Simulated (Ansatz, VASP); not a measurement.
# One calculation of Au, two programs

```
CELL_PARAMETERS angstrom
0.00000 2.06057 2.06057
2.06057 0.00000 2.06057
2.06057 2.06057 0.00000
ATOMIC_POSITIONS crystal
Au 0.00000 0.00000 0.00000
```

Alike in both runs: functional r2SCAN; k mesh 7 × 7 × 7; occupations fermi-dirac, width 0.0974 eV; no spin polarisation.

Ansatz relaxed the structure, and its values are those at the end. VASP's run is a single point on that final structure, the one shown.

|  | VASP | Ansatz |
| --- | --- | --- |
| version | VASP 6.6.1 | Ansatz 0.2.0 |
| potentials or method | VASP PAW PBE potentials, release 64 (Au), cutoff 550 eV | PAW plane waves |
| valence electrons in the cell | 11 | 19 |

Ansatz gave:

```
gap on the k mesh at the Fermi level (eV) : none
pressure (GPa)                            : 0.0
```

**Question.** Estimate VASP's values.

**Answer.** gap on the k mesh at the Fermi level (eV): none; pressure (GPa): 0.3.

VASP's potentials were made for PBE, not for r2SCAN. A gap of «none» marks a metal or a gap that the smearing closes. VASP's potentials hold 11 valence electrons a cell and Ansatz's 19, so a difference there can come from the potentials and not from the codes.

The k mesh is coarse, so the values compare programs but aren't converged. Spin-orbit coupling is off throughout.
